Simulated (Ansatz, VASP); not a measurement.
**Two plane-wave programs on C**

INCAR

```
SYSTEM = C
PREC = Accurate ; ENCUT = 520
EDIFF = 1E-7 ; ISMEAR = 0
SIGMA = 0.05 ; LREAL = .FALSE.
LASPH = .TRUE. ; NELM = 60
ALGO = Normal ; ISIF = 2
LWAVE = .FALSE. ; LCHARG = .FALSE.
GGA = CA ; NBANDS = 11
```

KPOINTS

```
Automatic mesh
0
G
  14 14 8
  0 0 0
```

Contents of POSCAR:

```
C
1.0
    2.1172982844     -1.2224630407     -0.0146536098
    2.1172982844      1.2224050531     -0.0085414396
   -1.3916690928      0.0083432548      3.3373019203
C
2
Direct
    0.8333830096      0.8333830096      0.0001497828
    0.1666169904      0.1666169904      0.9998502172
```

Input for Ansatz:

```yaml
crystal:
  lattice:
    - [2.1172982844, -1.2224630407, -0.0146536098]
    - [2.1172982844, 1.2224050531, -0.0085414396]
    - [-1.3916690928, 0.0083432548, 3.3373019203]
  atoms:
    - { symbol: C, position: [0.8333830096, 0.8333830096, 0.0001497828] }
    - { symbol: C, position: [0.1666169904, 0.1666169904, 0.9998502172] }
basis:
  ecutwfc: 420
kpoints:
  mp_grid: { grid: [14, 14, 8] }
hamiltonian:
  xc: lda
scf:
  occupations: { method: gaussian, width: 0.05 }
output:
  forces: true
  stress: true
  eigenvalues: true
  write_density: true
  write_potential: true
  elf: true
  volumetric_format: npy
```

Change from the starting cell: strain +0.0050 x Voigt [0, 0, 0, 1, 0, 0], atoms carried along.

Alike in both runs: task single point; functional LDA; k mesh 14 × 14 × 8; occupations gaussian, width 0.05 eV; no spin polarisation.

```csv
,VASP,Ansatz
version,VASP 6.6.1,Ansatz 0.2.0
potentials or method,"VASP PAW LDA potentials, release 64 (C), cutoff 520 eV","scalar-relativistic, plane waves, PAW"
valence electrons in the cell,8,8
```

|  | VASP | Ansatz | Ansatz less VASP |
| --- | --- | --- | --- |
| gap on the k mesh at the Fermi level (eV) | 0.64 | 0.64 | +0.003 |
| least direct gap on the mesh (eV) | 0.65 | 0.65 | +0.003 |
| pressure (GPa) | 0.8 | 0.0 | -0.82 |
| traceless stress, the component that is largest in VASP (GPa) | -0.94 | -0.01 | +0.934 |

LDA's correlation is that of Perdew and Zunger in VASP and of Perdew and Wang (1992) in Ansatz.
